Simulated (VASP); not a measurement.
Wanted: the native input for a VASP 6.6.1 run.

| Item | Value |
| --- | --- |
| Task | relaxation of shape and atoms at fixed volume |
| Functional | PBE |
| Potentials or basis | VASP PAW PBE potentials, release 64 (Mn_pv, O) |
| Cutoff | 600 eV |
| k mesh | 14 × 14 × 14 |
| Occupations | gaussian, width 0.05 eV |
| Spin | no spin polarisation |
| Dipole correction | no |
| Further INCAR settings | ALGO = Normal; EDIFF = 1e-06; IBRION = 2; EDIFFG = -0.01; NSW = 60; ISIF = 4 |

The structure of MnO lies in POSCAR:

```
MnO
1.0
    1.5569567538      0.8989094023      2.0470648189
   -1.5569567538      0.8989094023      2.0470648189
    0.0000000000     -1.7978188005      2.0470648207
Mn O
1 1
Direct
    1.0000000000      0.0000000000      0.0000000000
    0.5000000000      0.5000000000      0.5000000000
```

The input as run:

INCAR

```
SYSTEM = MnO
PREC     = Accurate       ! precision mode
ENCUT    = 600            ! plane-wave cutoff, eV
EDIFF    = 1E-6           ! SCF threshold, eV
ISMEAR   = 0              ! smearing method
SIGMA    = 0.05           ! smearing width, eV
LREAL    = .FALSE.        ! projectors in reciprocal space
LASPH    = .TRUE.         ! aspherical terms in the spheres
NELM     = 100            ! most SCF steps
ALGO     = Normal         ! electronic algorithm
ISIF     = 4              ! what is computed and relaxed
LWAVE    = .FALSE.        ! write WAVECAR
LCHARG   = .FALSE.        ! write CHGCAR
GGA      = PE             ! functional
IBRION   = 2              ! ionic algorithm
NSW      = 60             ! ionic steps
EDIFFG   = -0.01          ! ionic threshold
```

KPOINTS

```
Automatic mesh
0
G
  14 14 14
  0 0 0
```

Potentials or basis: VASP PAW PBE potentials, release 64 (Mn_pv, O).

The run is started by

```sh
$ cat potpaw_PBE.64/Mn_pv/POTCAR potpaw_PBE.64/O/POTCAR > POTCAR
$ mpirun -np 1 vasp_std > vasp.out
```

It gave:

* Energy gained by relaxing: 0.1 meV/atom
* Ionic steps: 3
* Pressure after relaxing: -4.0 GPa
* Band gap on the k mesh: zero (an odd number of electrons rules out a gap without spin polarisation)

Caveat: an odd number of electrons without spin polarisation forces a metal; a magnetic or distorted state may lie lower; the run has no spin polarisation, though such a crystal can be magnetic; semilocal functionals often make such compounds metallic where correlation or magnetic order opens a gap, which also shifts bond lengths.

Wall time 75 s on 1 thread of Intel(R) Xeon(R) Platinum 8259CL CPU @ 2.50GHz (Skylake/Cascade Lake), on a shared host, peak memory 0.21 GiB.
